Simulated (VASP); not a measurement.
Input of a VASP 6.6.1 run:

The input INCAR:

```
PREC = Accurate ; ENCUT = 520
EDIFF = 1E-6 ; ISMEAR = 0
SIGMA = 0.05 ; LREAL = F
LASPH = T ; NELM = 150
ALGO = Normal ; ISIF = 2
LWAVE = F ; LCHARG = T
ISPIN = 2 ; MAGMOM = 2 2 -2 -2 0 0 0 0
LORBIT = 11 ; LMAXMIX = 4
GGA = PS ; LELF = T
LVHAR = T ; NBANDS = 46
```

Contents of KPOINTS:

```
Automatic mesh
0
Gamma
  7 7 2
```

POSCAR

```
TaN
1.0
    3.0500020400      0.0000000000      0.0000000000
   -1.5250010200      2.6413792500      0.0000000000
    0.0000000000      0.0000000000      9.8800030600
Ta N
4 4
Direct
    0.3333333333      0.6666666667      0.0000000000
    0.6666666667      0.3333333333      0.2500000000
    0.3333333333      0.6666666667      0.5000000000
    0.6666666667      0.3333333333      0.7500000000
    0.3333333333      0.6666666667      0.1925000000
    0.6666666667      0.3333333333      0.4425000000
    0.3333333333      0.6666666667      0.6925000000
    0.6666666667      0.3333333333      0.9425000000
```

Potentials or basis: VASP PAW PBE potentials, release 64 (Ta_pv, N).

Launch:

```bash
$ cat potpaw_PBE.64/Ta_pv/POTCAR potpaw_PBE.64/N/POTCAR > POTCAR
$ mpirun -np 1 vasp_std > vasp.out
```

(1) Predict the pressure.

(2) Estimate the band gap on the k mesh.

(3) What does it give for the net moment?

Answers

(1) 129.1 GPa.

(2) zero (filled and empty bands overlap).

(3) 0.00 μB per cell.

Caveat: the cell stands under pressure; the PAW data sets were made with another functional, which shifts forces and pressure a little; spin-orbit coupling is left out, which moves the levels of the heavy elements.
